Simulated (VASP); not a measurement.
Ba: single point with PBE

Crystal: Ba.

```
Ba
1.0
    -2.51250    2.51250    2.51250
     2.51250   -2.51250    2.51250
     2.51250    2.51250   -2.51250
Ba
1
Direct
  0.00000 0.00000 0.00000
```

```
Program             : VASP 6.6.1
Task                : single point
Functional          : PBE
Potentials or basis : VASP PAW PBE potentials, release 64 (Ba_sv)
Cutoff              : 520 eV
k mesh              : 12 × 12 × 12
Occupations         : fermi-dirac, width 0.05 eV
Spin                : no spin polarisation
```

The pressure is 0.0 GPa and the band gap on the k mesh is zero (band 5 reaches 2.14 eV, above the bottom of band 6 at 1.09 eV).

Levels at points of the mesh, in eV from the Fermi level:
```tsv
k point	band 3	band 4	band 5	band 6	band 7	band 8
(0.00, 0.00, 0.00)	-13.85	-13.85	-2.75	1.82	1.82	1.82
(0.50, 0.00, 0.00)	-13.99	-13.85	-0.89	0.69	1.23	3.18
(0.50, 0.50, 0.50)	-14.16	-14.16	-0.53	-0.53	4.33	4.33
```

Run time: 29 s on 1 thread of Intel(R) Xeon(R) Platinum 8375C CPU @ 2.90GHz (Ice Lake), with other jobs on the host, peak memory 0.2 GiB.

Caveat: spin-orbit coupling is left out, which moves the levels of the heavy elements.
